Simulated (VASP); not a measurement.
Crystal: BiS.

```xyz
2
Lattice="4.0029 0.0000 0.0000 0.0000 4.0029 0.0000 0.0000 0.0000 4.0029" Properties=species:S:1:pos:R:3 pbc="T T T"
Bi    2.0015    2.0015    2.0015
S     0.0000    0.0000    0.0000
```

Program: VASP 6.6.1. Alike in all runs: task single point; cell as given; cutoff (eV) 520; smearing fermi-dirac 0.05 eV.

Question: Order these runs on this cell by their pressure, lowest first.
A. level LDA; potentials or basis VASP PAW LDA potentials, release 64 (Bi_d, S); spin off; k mesh 7 × 7 × 7
B. level PBEsol; potentials or basis VASP PAW PBE potentials, release 64 (Bi_d, S); spin non-collinear, zero start, SOC; k mesh 5 × 5 × 5
C. level PBE; potentials or basis VASP PAW PBE potentials, release 64 (Bi_d, S); spin non-collinear, zero start, SOC; k mesh 5 × 5 × 5

Answer: A (-13.9 GPa), B (-11.4 GPa), C (-9.3 GPa).

Caveats: the cell stands under tension; the PAW data sets were made with another functional, which shifts forces and pressure a little (at least some runs).
